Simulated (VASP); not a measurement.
# MoSe (Fm-3m) in VASP: a series of runs

Runs on MoSe. Level: r2SCAN+U. Tasks: single point, relaxation of cell and atoms.

All numbers are computed with VASP 6.6.1; they aren't measurements. Logs are shortened: lines on timing, memory, paths and dates and some standing lists are left out, and cuts for length are marked.

## Step 1: The cell of the first run

Symmetry: Fm-3m, No. 225, cubic system. Conventional cell: a = 5.713 Å, b = 5.713 Å, c = 5.713 Å, α = 90.00°, β = 90.00°, γ = 90.00°. Mo (site symmetry m-3m) has 6 Se at 2.86 Å within 3.8 Å. Se (site symmetry m-3m) has 6 Mo at 2.86 Å within 3.8 Å.

## Step 2: Single point, r2SCAN+U, collinear spin

Contents of POSCAR:

```
MoSe
1.0
    0.0000000000      2.8564689160      2.8564689160
    2.8564689160      0.0000000000      2.8564689160
    2.8564689160      2.8564689160      0.0000000000
Mo Se
1 1
Direct
    0.0000000000      0.0000000000      0.0000000000
    0.5000000000      0.5000000000      0.5000000000
```

Contents of INCAR.step1:

```
PREC = Accurate
ENCUT = 520
ISMEAR = 0
SIGMA = 0.1
LREAL = False
LASPH = True
NELM = 150
ISPIN = 2
MAGMOM = 2 0
LMAXMIX = 4
LDAU = True
LDAUTYPE = 2
LDAUL = 2 -1
LDAUU = 4.38 0
LDAUJ = 0 0
NBANDS = 21
GGA = PE
ALGO = Normal
EDIFF = 1E-4
LWAVE = True
LCHARG = False
```

Contents of INCAR.step2:

```
PREC = Accurate
ENCUT = 520
EDIFF = 1E-7
ISMEAR = 0
SIGMA = 0.1
LREAL = False
LASPH = True
NELM = 150
ALGO = Normal
ISIF = 2
LWAVE = False
LCHARG = True
ISPIN = 2
MAGMOM = 2 0
LORBIT = 11
LMAXMIX = 4
LDAU = True
LDAUTYPE = 2
LDAUL = 2 -1
LDAUU = 4.38 0
LDAUJ = 0 0
LDAUPRINT = 1
METAGGA = R2SCAN
LMIXTAU = True
LELF = True
LVHAR = True
NBANDS = 21
ISTART = 1
```

Contents of KPOINTS:

```
Automatic mesh
0
Gamma
  12 12 12
```

Potentials or basis: VASP PAW PBE potentials, release 64 (Mo_sv, Se).

Started as:

```sh
cat potpaw_PBE.64/Mo_sv/POTCAR potpaw_PBE.64/Se/POTCAR > POTCAR
cp INCAR.step1 INCAR
mpirun -np 1 vasp_std > vasp.out
cp INCAR.step2 INCAR
mpirun -np 1 vasp_std > vasp.out
```

OUTCAR:

```text
PREC = Accurate
   ENCUT = 520
   EDIFF = 1E-7
   ISMEAR = 0
   LREAL = False
   LASPH = True
   NELM = 150
   ISIF = 2
   ISPIN = 2
   LORBIT = 11
   METAGGA = R2SCAN
   ISTART = 1

 ion  position               nearest neighbor table
   1  0.000  0.000  0.000-   2 2.86   2 2.86   2 2.86   2 2.86   2 2.86   2 2.86
   2  0.500  0.500  0.500-   1 2.86   1 2.86   1 2.86   1 2.86   1 2.86   1 2.86

  LATTYP: Found a face centered cubic cell.
 ALAT       =     5.7129378320

  Lattice vectors:

 A1 = (   0.0000000000,   2.8564689160,   2.8564689160)
 A2 = (   2.8564689160,   0.0000000000,   2.8564689160)
 A3 = (   2.8564689160,   2.8564689160,   0.0000000000)

Analysis of symmetry for initial positions (statically):
=====================================================================
 Subroutine PRICEL returns:
 Original cell was already a primitive cell.

 Routine SETGRP: Setting up the symmetry group for a
 face centered cubic supercell.

 Subroutine GETGRP returns: Found 48 space group operations
 (whereof 48 operations were pure point group operations)
 out of a pool of 48 trial point group operations.

The static configuration has the point symmetry O_h .

Analysis of symmetry for dynamics (positions and initial velocities):
=====================================================================
 Subroutine PRICEL returns:
 Original cell was already a primitive cell.

 Routine SETGRP: Setting up the symmetry group for a
 face centered cubic supercell.

 Subroutine GETGRP returns: Found 48 space group operations
 (whereof 48 operations were pure point group operations)
 out of a pool of 48 trial point group operations.

The dynamic configuration has the point symmetry O_h .

Analysis of structural, dynamic, and magnetic symmetry:
=====================================================================
 Subroutine PRICEL returns:
 Original cell was already a primitive cell.

 Routine SETGRP: Setting up the symmetry group for a
 face centered cubic supercell.

 Subroutine GETGRP returns: Found 48 space group operations
 (whereof 48 operations were pure point group operations)
 out of a pool of 48 trial point group operations.

The overall configuration has the point symmetry O_h .

 Subroutine INISYM returns: Found 48 space group operations
 (whereof 48 operations are pure point group operations),
 and found     1 'primitive' translations

----------------------------------------------------------------------------------------

                                     Primitive cell

  volume of cell :      46.6142

  direct lattice vectors                    reciprocal lattice vectors
     0.000000000  2.856468916  2.856468916    -0.175041289  0.175041289  0.175041289
     2.856468916  0.000000000  2.856468916     0.175041289 -0.175041289  0.175041289
     2.856468916  2.856468916  0.000000000     0.175041289  0.175041289 -0.175041289

  length of vectors
     4.039657082  4.039657082  4.039657082     0.303180405  0.303180405  0.303180405

  position of ions in fractional coordinates (direct lattice)
     0.000000000  0.000000000  0.000000000
     0.500000000  0.500000000  0.500000000

  ion indices of the primitive-cell ions
   primitive index   ion index
                 1           1
                 2           2

----------------------------------------------------------------------------------------

 KPOINTS: Automatic mesh

Automatic generation of k-mesh.
 Grid dimensions read from file:
 generate k-points for:   12   12   12

 Generating k-lattice:

  Cartesian coordinates                     Fractional coordinates (reciprocal lattice)
    -0.014586774  0.014586774  0.014586774     0.083333333  0.000000000  0.000000000
     0.014586774 -0.014586774  0.014586774     0.000000000  0.083333333  0.000000000
     0.014586774  0.014586774 -0.014586774     0.000000000  0.000000000  0.083333333

  Length of vectors
     0.025265034  0.025265034  0.025265034

  Shift w.r.t. Gamma in fractional coordinates (k-lattice)
     0.000000000  0.000000000  0.000000000

 Subroutine IBZKPT returns following result:
 ===========================================

 Found     72 irreducible k-points:

 Following reciprocal coordinates:
            Coordinates               Weight
  0.000000  0.000000  0.000000      1.000000
  0.083333  0.000000  0.000000      8.000000
  0.166667  0.000000  0.000000      8.000000
  0.250000  0.000000  0.000000      8.000000
  0.333333  0.000000  0.000000      8.000000
  0.416667  0.000000  0.000000      8.000000
[... 16 lines left out ...]
  0.500000  0.166667  0.000000     24.000000
 -0.416667  0.166667  0.000000     24.000000
 [... further k-points ...]
   k-points           NKPTS =     72   k-points in BZ     NKDIM =     72   number of bands    NBANDS=     21
   number of dos      NEDOS =    301   number of ions     NIONS =      2
   total plane-waves  NPLWV =  27000
   dimension x,y,z NGX =    30 NGY =   30 NGZ =   30
   dimension x,y,z NGXF=    60 NGYF=   60 NGZF=   60
   ions per type =               1   1
   NGX,Y,Z   is equivalent  to a cutoff of  12.35, 12.35, 12.35 a.u.
   NGXF,Y,Z  is equivalent  to a cutoff of  24.69, 24.69, 24.69 a.u.
 SYSTEM =  unknown system
   PREC   = accura    normal or accurate (medium, high low for compatibility)
   ISTART =      1    job   : 0-new  1-cont  2-samecut
   ICHARG =      0    charge: 1-file 2-atom 10-const
   ISPIN  =      2    spin polarized calculation?
   LNONCOLLINEAR =      F non collinear calculations
   LSORBIT =      F    spin-orbit coupling
   LASPH  =      T    aspherical Exc in radial PAW
   ENCUT  =  520.0 eV  38.22 Ry    6.18 a.u.   7.51  7.51  7.51*2*pi/ulx,y,z
   NELM   =    150;   NELMIN=  2; NELMDL=  0     # of ELM steps
   EDIFF  = 0.1E-06   stopping-criterion for ELM
   LREAL  =      F    real-space projection
   EDIFFG = 0.1E-05   stopping-criterion for IOM
   NSW    =      0    number of steps for IOM
   IBRION =     -1    ionic relax: 0-MD 1-quasi-New 2-CG
   NFREE  =      0    steps in history (QN), initial steepest desc. (CG)
   ISIF   =      2    stress and relaxation
   ISYM   =      2    0-nonsym 1-usesym 2-fastsym
   POTIM  = 0.5000    time-step for ionic-motion
   TEBEG  =    0.0;   TEEND  =   0.0 temperature during run
   PSTRESS=    0.0 pullay stress
   NELECT =      20.0000    total number of electrons
   NUPDOWN=      -1.0000    fix difference up-down
   EMIN   =  10.00;   EMAX   =-10.00  energy-range for DOS
   EFERMI =   0.00;   METHOD = LEGACY
   ISMEAR =     0;   SIGMA  =   0.10  broadening in eV -4-tet -1-fermi 0-gaus
   EFERMI_NEDOS =   21; number of points for ismear=-14 and -15
   IALGO  =     38    algorithm
   IMIX   =      4    mixing-type and parameters
     AMIX     =   0.40;   BMIX     =  1.00
     AMIX_MAG =   1.60;   BMIX_MAG =  1.00
  volume/ion in A,a.u.               =      23.31       157.28
  Fermi-wavevector in a.u.,A,eV,Ry     =   1.234749  2.333337 20.743510  1.524605
  Thomas-Fermi vector in A             =   2.369426
   LORBIT       =     11    0 simple, 1 ext, 2 COOP (PROOUT), +10 PAW based schemes
 LDA+U is selected, type is set to LDAUTYPE =  2
   angular momentum for each species LDAUL =     2   -1
   U (eV)           for each species LDAUU =   4.4  0.0
   J (eV)           for each species LDAUJ =   0.0  0.0
   METAGGA = R2SCAN    functional components
   LHFCALC =     F    Hartree Fock is set to
   AEXX    =    0.0000 exact exchange contribution
   IVDW    =     0    specifies the selected vdW correction
   LEPSILON=     F    determine dielectric tensor
   LRPA    =     F    only Hartree local field effects (RPA)
 spin polarized calculation
 Gauss-broadening in eV      SIGMA  =   0.10
  energy-cutoff  :      520.00
  volume of cell :       46.61
 maximum number of plane-waves:      1283
   NGX = 15   NGY = 15   NGZ = 15

atom =   1  type =  1  l = 2

 onsite density matrix

spin component  1

  0.8603  0.0000  0.0000 -0.0000 -0.0000
  0.0000  0.8603 -0.0000 -0.0000 -0.0000
  0.0000 -0.0000  0.5991 -0.0000  0.0000
 -0.0000 -0.0000 -0.0000  0.8603  0.0000
 -0.0000 -0.0000  0.0000  0.0000  0.5991

spin component  2

  0.0125 -0.0000 -0.0000  0.0000  0.0000
 -0.0000  0.0125  0.0000  0.0000 -0.0000
 -0.0000  0.0000  0.0695  0.0000 -0.0000
  0.0000  0.0000  0.0000  0.0125  0.0000
  0.0000 -0.0000 -0.0000  0.0000  0.0695

 occupancies and eigenvectors

  o =  0.0125  v =  0.0000  0.0000  0.0000  0.0000  0.0000 -0.0251 -0.9997  0.0000  0.0040 -0.0000      0.0000  0.0000  0.0000  0.0000  0.0000  0.0000  0.0000  0.0000  0.0000  0.0000
  o =  0.0125  v =  0.0000  0.0000  0.0000  0.0000  0.0000  0.9997 -0.0251  0.0000  0.0001 -0.0000      0.0000  0.0000  0.0000  0.0000  0.0000  0.0000  0.0000  0.0000  0.0000  0.0000
  o =  0.0125  v =  0.0000  0.0000  0.0000  0.0000  0.0000  0.0000  0.0040 -0.0000  1.0000 -0.0000      0.0000  0.0000  0.0000  0.0000  0.0000  0.0000  0.0000  0.0000  0.0000  0.0000
  o =  0.0695  v =  0.0000  0.0000  0.0000  0.0000  0.0000 -0.0000  0.0000  1.0000  0.0000  0.0072      0.0000  0.0000  0.0000  0.0000  0.0000  0.0000  0.0000  0.0000  0.0000  0.0000
  o =  0.0695  v =  0.0000  0.0000  0.0000  0.0000  0.0000  0.0000 -0.0000 -0.0072  0.0000  1.0000      0.0000  0.0000  0.0000  0.0000  0.0000  0.0000  0.0000  0.0000  0.0000  0.0000
  o =  0.5991  v =  0.0000 -0.0000  0.9406 -0.0000  0.3396  0.0000  0.0000  0.0000  0.0000  0.0000      0.0000  0.0000  0.0000  0.0000  0.0000  0.0000  0.0000  0.0000  0.0000  0.0000
  o =  0.5991  v =  0.0000 -0.0000 -0.3396  0.0000  0.9406  0.0000  0.0000  0.0000  0.0000  0.0000      0.0000  0.0000  0.0000  0.0000  0.0000  0.0000  0.0000  0.0000  0.0000  0.0000
  o =  0.8603  v =  0.0000 -0.6286 -0.0000 -0.7777  0.0000  0.0000  0.0000  0.0000  0.0000  0.0000      0.0000  0.0000  0.0000  0.0000  0.0000  0.0000  0.0000  0.0000  0.0000  0.0000
  o =  0.8603  v =  0.0000 -0.7777  0.0000  0.6286 -0.0000  0.0000  0.0000  0.0000  0.0000  0.0000      0.0000  0.0000  0.0000  0.0000  0.0000  0.0000  0.0000  0.0000  0.0000  0.0000
  o =  0.8603  v =  1.0000  0.0000  0.0000  0.0000  0.0000  0.0000  0.0000  0.0000  0.0000  0.0000      0.0000  0.0000  0.0000  0.0000  0.0000  0.0000  0.0000  0.0000  0.0000  0.0000

 number of electron      19.9999998 magnetization       3.9999969

 Free energy of the ion-electron system (eV)
  ---------------------------------------------------
  ext. energy  EPLUGINS =         0.00000000
  ---------------------------------------------------
  free energy    TOTEN  =       -37.19987962 eV

  energy without entropy =      -37.19570469  energy(sigma->0) =      -37.19779215

 E-fermi :   6.3830     XC(G=0): -10.7457

 val. band max:        6.3540575990   @ k =  -0.3333   0.1667   0.0000
 cond. band min:       6.3832288036   @ k =  -0.4167   0.4167   0.1667
 fundamental gap:      0.0291712046
 Fermi energy:         6.3830136321

 spin component 1

 k-point     1 :       0.0000    0.0000    0.0000
  band No.  band energies     occupation
      1     -57.6113      1.00000
      2     -31.1928      1.00000
      3     -31.1928      1.00000
      4     -31.1928      1.00000
      5      -8.4086      1.00000
      6       2.6589      1.00000
[... 550 lines left out ...]
      5      -7.4717      1.00000
      6      -0.1213      1.00000
[... 13 lines left out ...]
     20      19.5505      0.00000
     21      20.9154      0.00000

 [... further k-points ...]

 spin component 2

 k-point     1 :       0.0000    0.0000    0.0000
  band No.  band energies     occupation
      1     -54.6562      1.00000
      2     -27.8216      1.00000
      3     -27.8216      1.00000
      4     -27.8215      1.00000
      5      -8.4792      1.00000
      6       4.1879      1.00000
[... 550 lines left out ...]
      5      -7.6256      1.00000
      6       0.7661      1.00000
[... 13 lines left out ...]
     20      21.4704      0.00000
     21      21.9262      0.00000

 [... further k-points ...]

------------------------ aborting loop because EDIFF is reached ----------------------------------------

  FORCE on cell =-STRESS in cart. coord.  units (eV):
  Direction    XX          YY          ZZ          XY          YZ          ZX
  --------------------------------------------------------------------------------------
  -------------------------------------------------------------------------------------
  Total       -0.3608336     -0.3608336     -0.3608336      0.0000000      0.0000000     -0.0000000
  in kB      -12.4022077    -12.4022077    -12.4022077      0.0000000      0.0000000     -0.0000000
  external PRESSURE =     -12.4022077 kB  Pullay stress =       0.0000000 kB

 VOLUME and BASIS-vectors are now :
 -----------------------------------------------------------------------------
  energy-cutoff  :      520.00
  volume of cell :       46.61
      direct lattice vectors                 reciprocal lattice vectors
     0.000000000  2.856468916  2.856468916    -0.175041289  0.175041289  0.175041289
     2.856468916  0.000000000  2.856468916     0.175041289 -0.175041289  0.175041289
     2.856468916  2.856468916  0.000000000     0.175041289  0.175041289 -0.175041289

 POSITION                                       TOTAL-FORCE (eV/Angst)
 -----------------------------------------------------------------------------------
      0.00000      0.00000      0.00000        -0.000000     -0.000000     -0.000000
      2.85647      2.85647      2.85647         0.000000      0.000000      0.000000
 -----------------------------------------------------------------------------------
    total drift:                               -0.000000      0.000000      0.000000

  FREE ENERGIE OF THE ION-ELECTRON SYSTEM (eV)
  ---------------------------------------------------
  free  energy   TOTEN  =       -37.1998796212 eV

  energy  without entropy=      -37.1957046873  energy(sigma->0) =      -37.19779215

 total charge

# of ion       s       p       d       tot
------------------------------------------
    1        2.180   6.046   3.921  12.147
    2        1.445   2.433   0.034   3.913
--------------------------------------------------
tot          3.625   8.479   3.955  16.060

 magnetization (x)

# of ion       s       p       d       tot
------------------------------------------
    1        0.077   0.027   3.576   3.680
    2        0.018  -0.166   0.028  -0.119
--------------------------------------------------
tot          0.095  -0.138   3.604   3.561
```

Run time: 8 min. Hardware: 1 thread of Intel Xeon 6975P-C (Granite Rapids), shared host; peak memory 0.27 GiB.

Results:

```
Free energy                                           : -37.1999 eV
Pressure                                              : -1.2 GPa
Band gap on the k mesh                                : zero (filled and empty bands overlap)
Net moment                                            : 4.00 μB per cell
Site moments                                          : Mo +3.68; Se -0.12 μB
Valence electrons inside the program's atomic spheres : Mo 12.15; Se 3.91
```

Eigenvalues of the final occupation matrices:
```csv
site,spin,trace,eigenvalues
site 1 d,1,3.78,0.60 0.60 0.86 0.86 0.86
site 1 d,2,0.18,0.01 0.01 0.01 0.07 0.07
```

Caveat: the PAW data sets were made with another functional, which shifts forces and pressure a little.

## Step 3: Single point, r2SCAN+U, collinear spin

This run uses another cell than the first one, of 24.24 Å³/atom.

Contents of POSCAR:

```
MoSe
1.0
    0.0000000000      2.8940583440      2.8940583440
    2.8940583440      0.0000000000      2.8940583440
    2.8940583440      2.8940583440      0.0000000000
Mo Se
1 1
Direct
    0.0000000000      0.0000000000      0.0000000000
    0.5000000000      0.5000000000      0.5000000000
```

Contents of INCAR.step1:

```
PREC     = Accurate       # precision mode
ENCUT    = 520            # plane-wave cutoff, eV
ISMEAR   = 0              # smearing method
SIGMA    = 0.1            # smearing width, eV
LREAL    = F              # projectors in reciprocal space
LASPH    = T              # aspherical terms in the spheres
NELM     = 150            # most SCF steps
ISPIN    = 2              # spin polarisation
MAGMOM   = 2 0            # initial moments
LMAXMIX  = 4              # l up to which the mixer works
LDAU     = T              # DFT+U
LDAUTYPE = 2            
LDAUL    = 2 -1           # shell
LDAUU    = 4.38 0         # U, eV
LDAUJ    = 0 0          
NBANDS   = 21             # bands
GGA      = PE             # functional
ALGO     = Normal         # electronic algorithm
EDIFF    = 1E-4           # SCF threshold, eV
LWAVE    = T              # write WAVECAR
LCHARG   = F              # write CHGCAR
```

Contents of INCAR.step2:

```
PREC     = Accurate       # precision mode
ENCUT    = 520            # plane-wave cutoff, eV
EDIFF    = 1E-6           # SCF threshold, eV
ISMEAR   = 0              # smearing method
SIGMA    = 0.1            # smearing width, eV
LREAL    = F              # projectors in reciprocal space
LASPH    = T              # aspherical terms in the spheres
NELM     = 150            # most SCF steps
ALGO     = Normal         # electronic algorithm
ISIF     = 2              # what is computed and relaxed
LWAVE    = F              # write WAVECAR
LCHARG   = F              # write CHGCAR
ISPIN    = 2              # spin polarisation
MAGMOM   = 2 0            # initial moments
LORBIT   = 11             # projections on sites
LMAXMIX  = 4              # l up to which the mixer works
LDAU     = T              # DFT+U
LDAUTYPE = 2            
LDAUL    = 2 -1           # shell
LDAUU    = 4.38 0         # U, eV
LDAUJ    = 0 0          
LDAUPRINT= 1            
METAGGA  = R2SCAN         # meta-GGA
LMIXTAU  = T            
NBANDS   = 21             # bands
ISTART   = 1
```

KPOINTS is that of step 2.

Potentials or basis: VASP PAW PBE potentials, release 64 (Mo_sv, Se).

Started as:

```sh
cat potpaw_PBE.64/Mo_sv/POTCAR potpaw_PBE.64/Se/POTCAR > POTCAR
cp INCAR.step1 INCAR
mpirun -np 1 vasp_std > vasp.out
cp INCAR.step2 INCAR
mpirun -np 1 vasp_std > vasp.out
```

It took 7.2 min on 1 thread of Intel Xeon 6975P-C (Granite Rapids), shared host; peak memory 0.26 GiB.

Results (log left out):

| Item | Value |
| --- | --- |
| Free energy | -37.1706 eV |
| Pressure | -3.8 GPa |
| Band gap on the k mesh | zero (filled and empty bands overlap) |
| Net moment | 4.00 μB per cell |
| Site moments | Mo +3.69; Se -0.14 μB |
| Valence electrons inside the program's atomic spheres | Mo 12.12; Se 3.89 |

Levels at points of the mesh, in eV from the Fermi level:
Spin up:
| k point | band 9 | band 10 | band 11 | band 12 | band 13 | band 14 | band 15 | band 16 |
| --- | --- | --- | --- | --- | --- | --- | --- | --- |
| (0.00, 0.00, 0.00) | -2.12 | -2.12 | -1.96 | -1.96 | -1.96 | 0.78 | 8.48 | 9.87 |
| (0.50, 0.00, 0.00) | -2.65 | -2.65 | -2.12 | 2.24 | 2.24 | 2.65 | 5.82 | 5.82 |
| (0.50, 0.50, 0.00) | -3.13 | -2.56 | -2.56 | -1.67 | -0.57 | 1.19 | 7.12 | 8.97 |
Spin down:
| k point | band 6 | band 7 | band 8 | band 9 | band 10 | band 11 |
| --- | --- | --- | --- | --- | --- | --- |
| (0.00, 0.00, 0.00) | -2.09 | -2.09 | -2.09 | 2.36 | 2.46 | 2.46 |
| (0.50, 0.00, 0.00) | -5.64 | -3.35 | -3.35 | 3.45 | 4.43 | 4.44 |
| (0.50, 0.50, 0.00) | -4.89 | -3.16 | -3.16 | 0.73 | 3.30 | 3.35 |

Eigenvalues of the final occupation matrices:
| site | spin | trace | eigenvalues |
| --- | --- | --- | --- |
| site 1 d | 1 | 3.78 | 0.60 0.60 0.86 0.86 0.86 |
| site 1 d | 2 | 0.16 | 0.01 0.01 0.01 0.06 0.06 |

Caveat: the cell stands under tension; the PAW data sets were made with another functional, which shifts forces and pressure a little.

[end of part 1 of 2]

The gap in the log of VASP goes by the Fermi energy; the results here count the filled bands.